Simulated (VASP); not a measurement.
# CO2 (Pa-3) in VASP: a series of runs

CO2 is run at these levels: PBE; tasks: single point.

Everything below comes from runs of VASP 6.6.1. Logs are shortened: lines on timing, memory, paths and dates and some standing lists are left out, and cuts for length are marked.

## Step 1: The cell of the first run

Symmetry: Pa-3, No. 205, cubic system. Conventional cell: a = 5.992 Å, b = 5.992 Å, c = 5.992 Å, α = 90.00°, β = 90.00°, γ = 90.00°. Within 1.6 Å of C (site symmetry -3) lie 2 O at 1.16 Å. O (site symmetry 3) has 1 C at 1.16 Å within 1.6 Å.

## Step 2: Single point, PBE (volume 17.932 Å^3 an atom, c/a of the conventional cell 1.0000)

The input, INCAR:

```
SYSTEM = CO2
ALGO = Normal
EDIFF = 1E-7
ENCUT = 520
GGA = PE
ISIF = 2
ISMEAR = 0
LASPH = .TRUE.
LCHARG = .TRUE.
LELF = .TRUE.
LREAL = .FALSE.
LVHAR = .TRUE.
LWAVE = .FALSE.
NBANDS = 44
NELM = 80
PREC = Accurate
SIGMA = 0.05
```

The input, KPOINTS:

```
k-points
0
G
  4 4 4
  0 0 0
```

The input, POSCAR:

```
CO2
1.0
    5.9924349100      0.0000000000      0.0000000000
    0.0000000000      5.9924349100      0.0000000000
    0.0000000000      0.0000000000      5.9924349100
C O
4 8
Direct
    0.0000000000      0.0000000000      0.0000000000
    0.5000000000      0.0000000000      0.5000000000
    0.5000000000      0.5000000000      0.0000000000
    0.0000000000      0.5000000000      0.5000000000
    0.1114834447      0.1114834447      0.1114834447
    0.3885165553      0.8885165553      0.6114834447
    0.6114834447      0.3885165553      0.8885165553
    0.8885165553      0.6114834447      0.3885165553
    0.8885165553      0.8885165553      0.8885165553
    0.6114834447      0.1114834447      0.3885165553
    0.3885165553      0.6114834447      0.1114834447
    0.1114834447      0.3885165553      0.6114834447
```

Potentials or basis: VASP PAW PBE potentials, release 64 (C, O).

The run is started by

```bash
$ cat potpaw_PBE.64/C/POTCAR potpaw_PBE.64/O/POTCAR > POTCAR
$ mpirun -np 1 vasp_std > vasp.out
```

OUTCAR:

```text
SYSTEM = CO2
   EDIFF = 1E-7
   ENCUT = 520
   GGA = PE
   ISIF = 2
   ISMEAR = 0
   LASPH = .TRUE.
   LREAL = .FALSE.
   NELM = 80
   PREC = Accurate

 ion  position               nearest neighbor table
   1  0.000  0.000  0.000-   5 1.16   9 1.16
   2  0.500  0.000  0.500-   6 1.16  10 1.16
   3  0.500  0.500  0.000-   7 1.16  11 1.16
   4  0.000  0.500  0.500-   8 1.16  12 1.16
   5  0.111  0.111  0.111-   1 1.16
   6  0.389  0.889  0.611-   2 1.16
   7  0.611  0.389  0.889-   3 1.16
   8  0.889  0.611  0.389-   4 1.16
   9  0.889  0.889  0.889-   1 1.16
  10  0.611  0.111  0.389-   2 1.16
  11  0.389  0.611  0.111-   3 1.16
  12  0.111  0.389  0.611-   4 1.16

  LATTYP: Found a simple cubic cell.
 ALAT       =     5.9924349100

  Lattice vectors:

 A1 = (   5.9924349100,   0.0000000000,   0.0000000000)
 A2 = (   0.0000000000,   5.9924349100,   0.0000000000)
 A3 = (   0.0000000000,   0.0000000000,   5.9924349100)

Analysis of symmetry for initial positions (statically):
=====================================================================
 Subroutine PRICEL returns:
 Original cell was already a primitive cell.

 Routine SETGRP: Setting up the symmetry group for a
 simple cubic supercell.

 Subroutine GETGRP returns: Found 24 space group operations
 (whereof  6 operations were pure point group operations)
 out of a pool of 48 trial point group operations.

The static configuration has the point symmetry S_6 .
 The point group associated with its full space group is T_h .

Analysis of symmetry for dynamics (positions and initial velocities):
=====================================================================
 Subroutine PRICEL returns:
 Original cell was already a primitive cell.

 Routine SETGRP: Setting up the symmetry group for a
 simple cubic supercell.

 Subroutine GETGRP returns: Found 24 space group operations
 (whereof  6 operations were pure point group operations)
 out of a pool of 48 trial point group operations.

The dynamic configuration has the point symmetry S_6 .
 The point group associated with its full space group is T_h .

 Subroutine INISYM returns: Found 24 space group operations
 (whereof  6 operations are pure point group operations),
 and found     1 'primitive' translations

----------------------------------------------------------------------------------------

                                     Primitive cell

  volume of cell :     215.1840

  direct lattice vectors                    reciprocal lattice vectors
     5.992434910  0.000000000  0.000000000     0.166877073  0.000000000  0.000000000
     0.000000000  5.992434910  0.000000000     0.000000000  0.166877073  0.000000000
     0.000000000  0.000000000  5.992434910     0.000000000  0.000000000  0.166877073

  length of vectors
     5.992434910  5.992434910  5.992434910     0.166877073  0.166877073  0.166877073

  position of ions in fractional coordinates (direct lattice)
     0.000000000  0.000000000  0.000000000
     0.500000000  0.000000000  0.500000000
     0.500000000  0.500000000  0.000000000
     0.000000000  0.500000000  0.500000000
     0.111483445  0.111483445  0.111483445
     0.388516555  0.888516555  0.611483445
     0.611483445  0.388516555  0.888516555
     0.888516555  0.611483445  0.388516555
     0.888516555  0.888516555  0.888516555
     0.611483445  0.111483445  0.388516555
     0.388516555  0.611483445  0.111483445
     0.111483445  0.388516555  0.611483445

  ion indices of the primitive-cell ions
   primitive index   ion index
                 1           1
                 2           2
                 3           3
                 4           4
                 5           5
                 6           6
                 7           7
                 8           8
                 9           9
                10          10
                11          11
                12          12

----------------------------------------------------------------------------------------

 KPOINTS: k-points

Automatic generation of k-mesh.
 Grid dimensions read from file:
 generate k-points for:    4    4    4

 Generating k-lattice:

  Cartesian coordinates                     Fractional coordinates (reciprocal lattice)
     0.041719268  0.000000000  0.000000000     0.250000000  0.000000000  0.000000000
     0.000000000  0.041719268  0.000000000     0.000000000  0.250000000  0.000000000
     0.000000000  0.000000000  0.041719268     0.000000000  0.000000000  0.250000000

  Length of vectors
     0.041719268  0.041719268  0.041719268

  Shift w.r.t. Gamma in fractional coordinates (k-lattice)
     0.000000000  0.000000000  0.000000000

 Subroutine IBZKPT returns following result:
 ===========================================

 Found     11 irreducible k-points:

 Following reciprocal coordinates:
            Coordinates               Weight
  0.000000  0.000000  0.000000      1.000000
  0.250000  0.000000  0.000000      6.000000
  0.500000  0.000000  0.000000      3.000000
  0.250000  0.250000  0.000000     12.000000
  0.500000  0.250000  0.000000      6.000000
 -0.250000  0.500000  0.000000      6.000000
  0.500000  0.500000  0.000000      3.000000
  0.250000  0.250000  0.250000      8.000000
  0.500000  0.250000  0.250000     12.000000
  0.500000  0.500000  0.250000      6.000000
  0.500000  0.500000  0.500000      1.000000
   k-points           NKPTS =     11   k-points in BZ     NKDIM =     11   number of bands    NBANDS=     44
   number of dos      NEDOS =    301   number of ions     NIONS =     12
   total plane-waves  NPLWV = 110592
   dimension x,y,z NGX =    48 NGY =   48 NGZ =   48
   dimension x,y,z NGXF=    96 NGYF=   96 NGZF=   96
   ions per type =               4   8
   NGX,Y,Z   is equivalent  to a cutoff of  13.32, 13.32, 13.32 a.u.
   NGXF,Y,Z  is equivalent  to a cutoff of  26.63, 26.63, 26.63 a.u.
 SYSTEM =  CO2
   PREC   = accura    normal or accurate (medium, high low for compatibility)
   ISTART =      0    job   : 0-new  1-cont  2-samecut
   ICHARG =      2    charge: 1-file 2-atom 10-const
   ISPIN  =      1    spin polarized calculation?
   LNONCOLLINEAR =      F non collinear calculations
   LSORBIT =      F    spin-orbit coupling
   LASPH  =      T    aspherical Exc in radial PAW
   ENCUT  =  520.0 eV  38.22 Ry    6.18 a.u.  11.14 11.14 11.14*2*pi/ulx,y,z
   NELM   =     80;   NELMIN=  2; NELMDL= -5     # of ELM steps
   EDIFF  = 0.1E-06   stopping-criterion for ELM
   LREAL  =      F    real-space projection
   EDIFFG = 0.1E-05   stopping-criterion for IOM
   NSW    =      0    number of steps for IOM
   IBRION =     -1    ionic relax: 0-MD 1-quasi-New 2-CG
   NFREE  =      0    steps in history (QN), initial steepest desc. (CG)
   ISIF   =      2    stress and relaxation
   ISYM   =      2    0-nonsym 1-usesym 2-fastsym
   POTIM  = 0.5000    time-step for ionic-motion
   TEBEG  =    0.0;   TEEND  =   0.0 temperature during run
   PSTRESS=    0.0 pullay stress
   NELECT =      64.0000    total number of electrons
   NUPDOWN=      -1.0000    fix difference up-down
   EMIN   =  10.00;   EMAX   =-10.00  energy-range for DOS
   EFERMI =   0.00;   METHOD = LEGACY
   ISMEAR =     0;   SIGMA  =   0.05  broadening in eV -4-tet -1-fermi 0-gaus
   EFERMI_NEDOS =   21; number of points for ismear=-14 and -15
   IALGO  =     38    algorithm
   IMIX   =      4    mixing-type and parameters
     AMIX     =   0.40;   BMIX     =  1.00
     AMIX_MAG =   1.60;   BMIX_MAG =  1.00
  volume/ion in A,a.u.               =      17.93       121.01
  Fermi-wavevector in a.u.,A,eV,Ry     =   1.092777  2.065049 16.247551  1.194161
  Thomas-Fermi vector in A             =   2.229049
   LORBIT       =      0    0 simple, 1 ext, 2 COOP (PROOUT), +10 PAW based schemes
   GGA     = PE    functional components
   LHFCALC =     F    Hartree Fock is set to
   AEXX    =    0.0000 exact exchange contribution
   IVDW    =     0    specifies the selected vdW correction
   LEPSILON=     F    determine dielectric tensor
   LRPA    =     F    only Hartree local field effects (RPA)
 non-spin polarized calculation
 Gauss-broadening in eV      SIGMA  =   0.05
  energy-cutoff  :      520.00
  volume of cell :      215.18
 maximum number of plane-waves:      5832
 NGX is ok and might be reduce to    48
   NGX = 23   NGY = 23   NGZ = 23

 number of electron      64.0000013 magnetization

 Free energy of the ion-electron system (eV)
  ---------------------------------------------------
  ext. energy  EPLUGINS =         0.00000000
  ---------------------------------------------------
  free energy    TOTEN  =       -92.13308634 eV

  energy without entropy =      -92.13308634  energy(sigma->0) =      -92.13308634

 E-fermi :  -4.3991     XC(G=0):  -6.9872

 val. band max:       -4.7084052577   @ k =   0.0000   0.0000   0.0000
 cond. band min:       2.0198464963   @ k =   0.0000   0.0000   0.0000
 fundamental gap:      6.7282517540
 Fermi energy:        -4.3990944755

 k-point     1 :       0.0000    0.0000    0.0000
  band No.  band energies     occupation
      1     -25.2317      2.00000
      2     -25.1389      2.00000
      3     -25.1389      2.00000
      4     -25.1389      2.00000
      5     -24.1721      2.00000
      6     -24.1721      2.00000
[... 36 lines left out ...]
     43       5.7527      0.00000
     44       5.7527      0.00000

 k-point     2 :       0.2500    0.0000    0.0000
  band No.  band energies     occupation
      1     -25.2188      2.00000
      2     -25.1530      2.00000
      3     -25.1389      2.00000
      4     -25.1387      2.00000
      5     -24.1721      2.00000
      6     -24.1720      2.00000
[... 415 lines left out ...]
 k-point    11 :       0.5000    0.5000    0.5000
  band No.  band energies     occupation
      1     -25.1620      2.00000
      2     -25.1620      2.00000
      3     -25.1620      2.00000
      4     -25.1620      2.00000
      5     -24.1675      2.00000
      6     -24.1675      2.00000
[... 36 lines left out ...]
     43       4.6866      0.00000
     44       4.6866      0.00000

------------------------ aborting loop because EDIFF is reached ----------------------------------------

  FORCE on cell =-STRESS in cart. coord.  units (eV):
  Direction    XX          YY          ZZ          XY          YZ          ZX
  --------------------------------------------------------------------------------------
  -------------------------------------------------------------------------------------
  Total        6.0348954      6.0348954      6.0348954      0.0000000      0.0000000     -0.0000000
  in kB       44.9335111     44.9335111     44.9335111      0.0000000      0.0000000     -0.0000000
  external PRESSURE =      44.9335111 kB  Pullay stress =       0.0000000 kB

 VOLUME and BASIS-vectors are now :
 -----------------------------------------------------------------------------
  energy-cutoff  :      520.00
  volume of cell :      215.18
      direct lattice vectors                 reciprocal lattice vectors
     5.992434910  0.000000000  0.000000000     0.166877073  0.000000000  0.000000000
     0.000000000  5.992434910  0.000000000     0.000000000  0.166877073  0.000000000
     0.000000000  0.000000000  5.992434910     0.000000000  0.000000000  0.166877073

 POSITION                                       TOTAL-FORCE (eV/Angst)
 -----------------------------------------------------------------------------------
      0.00000      0.00000      0.00000         0.000000      0.000000     -0.000000
      2.99622      0.00000      2.99622         0.000000      0.000000     -0.000000
      2.99622      2.99622      0.00000         0.000000      0.000000     -0.000000
      0.00000      2.99622      2.99622         0.000000      0.000000     -0.000000
      0.66806      0.66806      0.66806         1.174144      1.174144      1.174144
      2.32816      5.32438      3.66427        -1.174144     -1.174144      1.174144
      3.66427      2.32816      5.32438         1.174144     -1.174144     -1.174144
      5.32438      3.66427      2.32816        -1.174144      1.174144     -1.174144
      5.32438      5.32438      5.32438        -1.174144     -1.174144     -1.174144
      3.66427      0.66806      2.32816         1.174144      1.174144     -1.174144
      2.32816      3.66427      0.66806        -1.174144      1.174144      1.174144
      0.66806      2.32816      3.66427         1.174144     -1.174144      1.174144
 -----------------------------------------------------------------------------------
    total drift:                                0.000000      0.000000      0.000000

  FREE ENERGIE OF THE ION-ELECTRON SYSTEM (eV)
  ---------------------------------------------------
  free  energy   TOTEN  =       -92.1330863407 eV

  energy  without entropy=      -92.1330863407  energy(sigma->0) =      -92.13308634
```

Wall time 50 s (1 thread of Intel Xeon 6975P-C (Granite Rapids), shared host); peak memory 0.33 GiB.

Results:

- Free energy: -92.1331 eV
- Pressure: 4.5 GPa
- Largest force: 2.034 eV/Å
- Band gap on the k mesh: 6.73 eV, direct

Forces in eV/Å, atoms in the order of the input:
```
C    0.000  0.000  0.000
C    0.000  0.000  0.000
C    0.000  0.000  0.000
C    0.000  0.000  0.000
O    1.174  1.174  1.174
O   -1.174 -1.174  1.174
O    1.174 -1.174 -1.174
O   -1.174  1.174 -1.174
O   -1.174 -1.174 -1.174
O    1.174  1.174 -1.174
O   -1.174  1.174  1.174
O    1.174 -1.174  1.174
```

Levels at points of the mesh, in eV from the valence-band top:
```csv
k point,band 30,band 31,band 32,band 33,band 34,band 35
"(0.00, 0.00, 0.00)",-0.11,0.00,0.00,6.73,8.42,8.42
"(0.50, 0.00, 0.00)",-0.18,-0.05,-0.05,8.04,8.04,8.34
"(0.50, 0.50, 0.00)",-0.17,-0.17,-0.17,8.30,8.30,8.30
"(0.50, 0.50, 0.50)",-0.19,-0.19,-0.19,8.38,8.38,8.38
```

Caveat: the cell differs from its parent crystal (volume 17.932 Å^3 an atom, c/a of the conventional cell 1.0000); forces of over 1 eV/Å act on the atoms, so gaps and moduli don't describe the material at rest.

## Step 3: Single point, PBE

This run uses another cell than the first one, of 18.52 Å³/atom, 1.033 times its volume.

The input, INCAR:

```
  PREC = Accurate
  ENCUT = 520
  EDIFF = 1E-6
  ISMEAR = 0
  SIGMA = 0.05
  LREAL = False
  LASPH = True
  NELM = 80
  ALGO = Normal
  ISIF = 2
  LWAVE = False
  LCHARG = False
  GGA = PE
  NBANDS = 44
```

The input, KPOINTS:

```
Automatic mesh
0
Gamma
  4 4 4
```

POSCAR: that of step 2 with these lines changed.

```diff
@@ -2,5 +2,5 @@
 1.0
-    5.9924349100      0.0000000000      0.0000000000
-    0.0000000000      5.9924349100      0.0000000000
-    0.0000000000      0.0000000000      5.9924349100
+    6.0577362522      0.0000000000      0.0000000000
+    0.0000000000      6.0577362522      0.0000000000
+    0.0000000000      0.0000000000      6.0577362522
 C O
```

Potentials or basis: VASP PAW PBE potentials, release 64 (C, O).

The run is started by

```bash
$ cat potpaw_PBE.64/C/POTCAR potpaw_PBE.64/O/POTCAR > POTCAR
$ mpirun -np 1 vasp_std > vasp.out
```

It took 40 s on 1 thread of Intel Xeon 6975P-C (Granite Rapids), shared host; peak memory 0.34 GiB.

The run converged. Its results:

```
Free energy            : -92.2676 eV
Pressure               : 1.2 GPa
Largest force          : 0.638 eV/Å
Band gap on the k mesh : 6.62 eV, direct
```

Forces on the atoms (eV/Å):
```
C    0.000  0.000  0.000
C    0.000  0.000  0.000
C    0.000  0.000  0.000
C    0.000  0.000  0.000
O    0.368  0.368  0.368
O   -0.368 -0.368  0.368
O    0.368 -0.368 -0.368
O   -0.368  0.368 -0.368
O   -0.368 -0.368 -0.368
O    0.368  0.368 -0.368
O   -0.368  0.368  0.368
O    0.368 -0.368  0.368
```

Levels at points of the mesh, in eV from the valence-band top:
| k point | band 30 | band 31 | band 32 | band 33 | band 34 | band 35 |
| --- | --- | --- | --- | --- | --- | --- |
| (0.00, 0.00, 0.00) | -0.11 | 0.00 | 0.00 | 6.62 | 8.21 | 8.21 |
| (0.50, 0.00, 0.00) | -0.17 | -0.05 | -0.05 | 7.90 | 7.90 | 8.15 |
| (0.50, 0.50, 0.00) | -0.16 | -0.16 | -0.16 | 8.12 | 8.12 | 8.12 |
| (0.50, 0.50, 0.50) | -0.18 | -0.18 | -0.18 | 8.17 | 8.17 | 8.17 |
